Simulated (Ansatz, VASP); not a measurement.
## One calculation of Pt, two programs

```
Pt
1.0
     2.52659    0.00000    0.00000
     0.00000    2.52659    0.00000
     0.00000    0.00000    2.52659
Pt
1
Direct
  0.00000 0.00000 0.00000
```

Change from the starting cell: volume scaled by 0.95, LAPW.

Alike in both runs: task single point; functional LDA; k mesh 17 × 17 × 17; occupations fermi-dirac, width 0.1 eV; no spin polarisation.

|  | VASP | Ansatz |
| --- | --- | --- |
| version | VASP 6.6.1 | Ansatz 0.2.0 |
| potentials or method | VASP PAW LDA potentials, release 64 (Pt), cutoff 520 eV | all-electron LAPW, scalar-relativistic |

Ansatz gave:

| Item | Value |
| --- | --- |
| pressure (GPa) | 13.7 |

Question: Which values does VASP return?

Answer: Pressure (GPa): 14.2.

LDA's correlation is that of Perdew and Zunger in VASP and of Perdew and Wang (1992) in Ansatz. Ansatz ran all-electron here, and VASP with PAW potentials.

Spin-orbit coupling is off throughout.
